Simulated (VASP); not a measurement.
# GePt (d3) (Pnma) in VASP: single point with PBE+D3(BJ)

Aim: the single point of GePt (d3) with PBE+D3(BJ).

All numbers are computed with VASP 6.6.1; they aren't measurements. Logs are shortened: lines on timing, memory, paths and dates and some standing lists are left out, and cuts for length are marked.

## 1. The cell of the first run

The structure is orthorhombic, space group Pnma (No. 62). The conventional cell has a = 5.719 Å, b = 3.697 Å, c = 6.084 Å, α = 90.00°, β = 90.00°, γ = 90.00°. Within 3.3 Å of Ge (site symmetry m) lie 6 Pt at 2.48 to 2.65 Å and 2 Ge at 3.02 Å. Pt (site symmetry m) has 6 Ge at 2.48 to 2.65 Å and 4 Pt at 2.95 to 2.97 Å within 3.3 Å.

## 2. Single point, PBE+D3(BJ)

Contents of INCAR:

```
PREC = Accurate
ENCUT = 520
EDIFF = 1E-6
ISMEAR = 0
SIGMA = 0.1
LREAL = F
LASPH = T
NELM = 60
ALGO = Normal
ISIF = 2
LWAVE = F
LCHARG = T
GGA = PE
IVDW = 12
LELF = T
LVHAR = T
NBANDS = 58
```

Contents of KPOINTS:

```
Automatic mesh
0
Gamma
  4 6 4
```

Contents of POSCAR:

```
GePt
1.0
    5.7190000000      0.0000000000      0.0000000000
    0.0000000000      3.6970000000      0.0000000000
    0.0000000000      0.0000000000      6.0840000000
Ge Pt
4 4
Direct
    0.1850000000      0.2500000000      0.5900000000
    0.3150000000      0.7500000000      0.0900000000
    0.6850000000      0.2500000000      0.9100000000
    0.8150000000      0.7500000000      0.4100000000
    0.9995000000      0.2500000000      0.1908000000
    0.5005000000      0.7500000000      0.6908000000
    0.4995000000      0.2500000000      0.3092000000
    0.0005000000      0.7500000000      0.8092000000
```

Potentials or basis: VASP PAW PBE potentials, release 64 (Ge_d, Pt).

The run is started by

```bash
> cat potpaw_PBE.64/Ge_d/POTCAR potpaw_PBE.64/Pt/POTCAR > POTCAR
> mpirun -np 1 vasp_std > vasp.out
```

OUTCAR:

```text
PREC = Accurate
   ENCUT = 520
   EDIFF = 1E-6
   ISMEAR = 0
   LREAL = F
   LASPH = T
   NELM = 60
   ISIF = 2
   GGA = PE
   IVDW = 12
 IVDW          = 12

 ion  position               nearest neighbor table
   1  0.185  0.250  0.590-   7 2.48   8 2.51   8 2.51   5 2.65   6 2.65   6 2.65
   2  0.315  0.750  0.090-   8 2.48   7 2.51   7 2.51   6 2.65   5 2.65   5 2.65
   3  0.685  0.250  0.910-   5 2.48   6 2.51   6 2.51   7 2.65   8 2.65   8 2.65
   4  0.815  0.750  0.410-   6 2.48   5 2.51   5 2.51   8 2.65   7 2.65   7 2.65
   5  0.999  0.250  0.191-   3 2.48   4 2.51   4 2.51   1 2.65   2 2.65   2 2.65   7 2.95   7 2.95
                             8 2.97   8 2.97
   6  0.501  0.750  0.691-   4 2.48   3 2.51   3 2.51   2 2.65   1 2.65   1 2.65   8 2.95   8 2.95
                             7 2.97   7 2.97
   7  0.499  0.250  0.309-   1 2.48   2 2.51   2 2.51   3 2.65   4 2.65   4 2.65   5 2.95   5 2.95
                             6 2.97   6 2.97
   8  0.001  0.750  0.809-   2 2.48   1 2.51   1 2.51   4 2.65   3 2.65   3 2.65   6 2.95   6 2.95
                             5 2.97   5 2.97

  LATTYP: Found a simple orthorhombic cell.
 ALAT       =     3.6970000000
 B/A-ratio  =     1.5469299432
 C/A-ratio  =     1.6456586421

  Lattice vectors:

 A1 = (   0.0000000000,  -3.6970000000,   0.0000000000)
 A2 = (   5.7190000000,   0.0000000000,   0.0000000000)
 A3 = (   0.0000000000,   0.0000000000,   6.0840000000)

Analysis of symmetry for initial positions (statically):
=====================================================================
 Subroutine PRICEL returns:
 Original cell was already a primitive cell.

 Routine SETGRP: Setting up the symmetry group for a
 simple orthorhombic supercell.

 Subroutine GETGRP returns: Found  8 space group operations
 (whereof  2 operations were pure point group operations)
 out of a pool of  8 trial point group operations.

The static configuration has the point symmetry S_2 .
 The point group associated with its full space group is D_2h.

Analysis of symmetry for dynamics (positions and initial velocities):
=====================================================================
 Subroutine PRICEL returns:
 Original cell was already a primitive cell.

 Routine SETGRP: Setting up the symmetry group for a
 simple orthorhombic supercell.

 Subroutine GETGRP returns: Found  8 space group operations
 (whereof  2 operations were pure point group operations)
 out of a pool of  8 trial point group operations.

The dynamic configuration has the point symmetry S_2 .
 The point group associated with its full space group is D_2h.

 Subroutine INISYM returns: Found  8 space group operations
 (whereof  2 operations are pure point group operations),
 and found     1 'primitive' translations

----------------------------------------------------------------------------------------

                                     Primitive cell

  volume of cell :     128.6349

  direct lattice vectors                    reciprocal lattice vectors
     5.719000000  0.000000000  0.000000000     0.174855744  0.000000000  0.000000000
     0.000000000  3.697000000  0.000000000     0.000000000  0.270489586  0.000000000
     0.000000000  0.000000000  6.084000000     0.000000000  0.000000000  0.164365549

  length of vectors
     5.719000000  3.697000000  6.084000000     0.174855744  0.270489586  0.164365549

  position of ions in fractional coordinates (direct lattice)
     0.185000000  0.250000000  0.590000000
     0.315000000  0.750000000  0.090000000
     0.685000000  0.250000000  0.910000000
     0.815000000  0.750000000  0.410000000
     0.999500000  0.250000000  0.190800000
     0.500500000  0.750000000  0.690800000
     0.499500000  0.250000000  0.309200000
     0.000500000  0.750000000  0.809200000

  ion indices of the primitive-cell ions
   primitive index   ion index
                 1           1
                 2           2
                 3           3
                 4           4
                 5           5
                 6           6
                 7           7
                 8           8

----------------------------------------------------------------------------------------

 KPOINTS: Automatic mesh

Automatic generation of k-mesh.
 Grid dimensions read from file:
 generate k-points for:    4    6    4

 Generating k-lattice:

  Cartesian coordinates                     Fractional coordinates (reciprocal lattice)
     0.043713936  0.000000000  0.000000000     0.250000000  0.000000000  0.000000000
     0.000000000  0.045081598  0.000000000     0.000000000  0.166666667  0.000000000
     0.000000000  0.000000000  0.041091387     0.000000000  0.000000000  0.250000000

  Length of vectors
     0.043713936  0.045081598  0.041091387

  Shift w.r.t. Gamma in fractional coordinates (k-lattice)
     0.000000000  0.000000000  0.000000000

 Subroutine IBZKPT returns following result:
 ===========================================

 Found     36 irreducible k-points:

 Following reciprocal coordinates:
            Coordinates               Weight
  0.000000  0.000000  0.000000      1.000000
  0.250000  0.000000  0.000000      2.000000
  0.500000  0.000000  0.000000      1.000000
  0.000000  0.166667  0.000000      2.000000
  0.250000  0.166667  0.000000      4.000000
  0.500000  0.166667  0.000000      2.000000
[... 16 lines left out ...]
  0.250000  0.500000  0.250000      4.000000
  0.500000  0.500000  0.250000      2.000000
 [... further k-points ...]
   k-points           NKPTS =     36   k-points in BZ     NKDIM =     36   number of bands    NBANDS=     58
   number of dos      NEDOS =    301   number of ions     NIONS =      8
   total plane-waves  NPLWV =  64512
   dimension x,y,z NGX =    48 NGY =   28 NGZ =   48
   dimension x,y,z NGXF=    96 NGYF=   56 NGZF=   96
   ions per type =               4   4
   NGX,Y,Z   is equivalent  to a cutoff of  13.95, 12.59, 13.12 a.u.
   NGXF,Y,Z  is equivalent  to a cutoff of  27.91, 25.18, 26.23 a.u.
 SYSTEM =  unknown system
   PREC   = accura    normal or accurate (medium, high low for compatibility)
   ISTART =      0    job   : 0-new  1-cont  2-samecut
   ICHARG =      2    charge: 1-file 2-atom 10-const
   ISPIN  =      1    spin polarized calculation?
   LNONCOLLINEAR =      F non collinear calculations
   LSORBIT =      F    spin-orbit coupling
   LASPH  =      T    aspherical Exc in radial PAW
   ENCUT  =  520.0 eV  38.22 Ry    6.18 a.u.  10.63  6.87 11.31*2*pi/ulx,y,z
   NELM   =     60;   NELMIN=  2; NELMDL= -5     # of ELM steps
   EDIFF  = 0.1E-05   stopping-criterion for ELM
   LREAL  =      F    real-space projection
   EDIFFG = 0.1E-04   stopping-criterion for IOM
   NSW    =      0    number of steps for IOM
   IBRION =     -1    ionic relax: 0-MD 1-quasi-New 2-CG
   NFREE  =      0    steps in history (QN), initial steepest desc. (CG)
   ISIF   =      2    stress and relaxation
   ISYM   =      2    0-nonsym 1-usesym 2-fastsym
   POTIM  = 0.5000    time-step for ionic-motion
   TEBEG  =    0.0;   TEEND  =   0.0 temperature during run
   PSTRESS=    0.0 pullay stress
   NELECT =      96.0000    total number of electrons
   NUPDOWN=      -1.0000    fix difference up-down
   EMIN   =  10.00;   EMAX   =-10.00  energy-range for DOS
   EFERMI =   0.00;   METHOD = LEGACY
   ISMEAR =     0;   SIGMA  =   0.10  broadening in eV -4-tet -1-fermi 0-gaus
   EFERMI_NEDOS =   21; number of points for ismear=-14 and -15
   IALGO  =     38    algorithm
   IMIX   =      4    mixing-type and parameters
     AMIX     =   0.40;   BMIX     =  1.00
     AMIX_MAG =   1.60;   BMIX_MAG =  1.00
  volume/ion in A,a.u.               =      16.08       108.51
  Fermi-wavevector in a.u.,A,eV,Ry     =   1.484952  2.806152 30.001955  2.205082
  Thomas-Fermi vector in A             =   2.598424
   LORBIT       =      0    0 simple, 1 ext, 2 COOP (PROOUT), +10 PAW based schemes
   GGA     = PE    functional components
   LHFCALC =     F    Hartree Fock is set to
   AEXX    =    0.0000 exact exchange contribution
   IVDW    =    12    specifies the selected vdW correction
   LEPSILON=     F    determine dielectric tensor
   LRPA    =     F    only Hartree local field effects (RPA)
 non-spin polarized calculation
 Gauss-broadening in eV      SIGMA  =   0.10
  energy-cutoff  :      520.00
  volume of cell :      128.63
 maximum number of plane-waves:      3488
 NGX is ok and might be reduce to    48
   NGX = 21   NGY = 13   NGZ = 23

 number of electron      96.0000034 magnetization

 Free energy of the ion-electron system (eV)
  ---------------------------------------------------
  ext. energy  EPLUGINS =         0.00000000
  ---------------------------------------------------
  free energy    TOTEN  =       -46.04398431 eV

  energy without entropy =      -46.03006553  energy(sigma->0) =      -46.03702492

 E-fermi :   9.8767     XC(G=0): -12.4878

 val. band max:        9.8713494494   @ k =   0.0000   0.0000   0.5000
 cond. band min:       9.9080105132   @ k =   0.0000   0.5000   0.2500
 fundamental gap:      0.0366610638
 Fermi energy:         9.8767271365

 k-point     1 :       0.0000    0.0000    0.0000
  band No.  band energies     occupation
      1     -15.3590      2.00000
      2     -15.3505      2.00000
      3     -15.3503      2.00000
      4     -15.3466      2.00000
      5     -15.3363      2.00000
      6     -15.3219      2.00000
[... 50 lines left out ...]
     57      15.1119      0.00000
     58      15.6895      0.00000

 k-point     2 :       0.2500    0.0000    0.0000
  band No.  band energies     occupation
      1     -15.3575      2.00000
      2     -15.3513      2.00000
      3     -15.3491      2.00000
      4     -15.3463      2.00000
      5     -15.3352      2.00000
      6     -15.3247      2.00000
[... 50 lines left out ...]
     57      14.9453      0.00000
     58      15.4884      0.00000

 k-point     3 :       0.5000    0.0000    0.0000
  band No.  band energies     occupation
      1     -15.3541      2.00000
      2     -15.3541      2.00000
      3     -15.3467      2.00000
      4     -15.3467      2.00000
      5     -15.3309      2.00000
      6     -15.3309      2.00000
[... 1216 lines left out ...]
      3     -15.3458      2.00000
      4     -15.3458      2.00000
      5     -15.3289      2.00000
      6     -15.3289      2.00000
[... 50 lines left out ...]
     57      15.8603      0.00000
     58      15.8806      0.00000

 k-point    24 :       0.5000    0.5000    0.2500
  band No.  band energies     occupation
      1     -15.3455      2.00000
      2     -15.3455      2.00000
      3     -15.3455      2.00000
      4     -15.3455      2.00000
      5     -15.3251      2.00000
      6     -15.3251      2.00000
[... 50 lines left out ...]
     57      15.1159      0.00000
     58      15.1159      0.00000

 [... further k-points ...]

------------------------ aborting loop because EDIFF is reached ----------------------------------------

 Edisp (eV)   -4.50354

 E8    (eV) :    -2.0424

  FORCE on cell =-STRESS in cart. coord.  units (eV):
  Direction    XX          YY          ZZ          XY          YZ          ZX
  --------------------------------------------------------------------------------------
  -------------------------------------------------------------------------------------
  Total       2.30793     1.99332     1.72392    -0.00000     0.00000     0.00000
  in kB      28.74580    24.82722    21.47181    -0.00000     0.00000     0.00000
  external pressure =       25.01 kB  Pullay stress =        0.00 kB

 VOLUME and BASIS-vectors are now :
 -----------------------------------------------------------------------------
  energy-cutoff  :      520.00
  volume of cell :      128.63
      direct lattice vectors                 reciprocal lattice vectors
     5.719000000  0.000000000  0.000000000     0.174855744  0.000000000  0.000000000
     0.000000000  3.697000000  0.000000000     0.000000000  0.270489586  0.000000000
     0.000000000  0.000000000  6.084000000     0.000000000  0.000000000  0.164365549

 POSITION                                       TOTAL-FORCE (eV/Angst)
 -----------------------------------------------------------------------------------
      1.05802      0.92425      3.58956        -0.104084      0.000000     -0.093286
      1.80148      2.77275      0.54756         0.104084     -0.000000     -0.093286
      3.91752      0.92425      5.53644        -0.104084     -0.000000      0.093286
      4.66098      2.77275      2.49444         0.104084     -0.000000      0.093286
      5.71614      0.92425      1.16083         0.089263     -0.000000     -0.015567
      2.86236      2.77275      4.20283        -0.089263     -0.000000     -0.015567
      2.85664      0.92425      1.88117         0.089263     -0.000000      0.015567
      0.00286      2.77275      4.92317        -0.089263      0.000000      0.015567
 -----------------------------------------------------------------------------------
    total drift:                                0.000000      0.000000      0.000000

  FREE ENERGIE OF THE ION-ELECTRON SYSTEM (eV)
  ---------------------------------------------------
  free  energy   TOTEN  =       -50.5475224428 eV

  energy  without entropy=      -50.5336036613  energy(sigma->0) =      -50.54056305
```

It took 6.7 min on 1 thread of Intel Xeon 6975P-C, shared host; peak memory 0.38 GiB.

What came out:

```yaml
Free_energy: -50.5475 eV
Pressure: 2.5 GPa
Largest_force: 0.140 eV/Å
Band_gap_on_the_k_mesh: zero (band 48 reaches 10.58 eV, above the bottom of band 49 at 9.43 eV)
Dispersion_energy_per_atom: -0.563 eV
```

Forces in eV/Å, atoms in the order of the input:
```
Ge  -0.104  0.000 -0.093
Ge   0.104  0.000 -0.093
Ge  -0.104  0.000  0.093
Ge   0.104  0.000  0.093
Pt   0.089  0.000 -0.016
Pt  -0.089  0.000 -0.016
Pt   0.089  0.000  0.016
Pt  -0.089  0.000  0.016
```

Stress tensor (GPa, compression positive):
```
2.87 0.00 0.00
0.00 2.48 0.00
0.00 0.00 2.15
```

Caveat: spin-orbit coupling is left out, which moves the levels of the heavy elements; pairwise dispersion overbinds metals, which lowers pressure and volume.
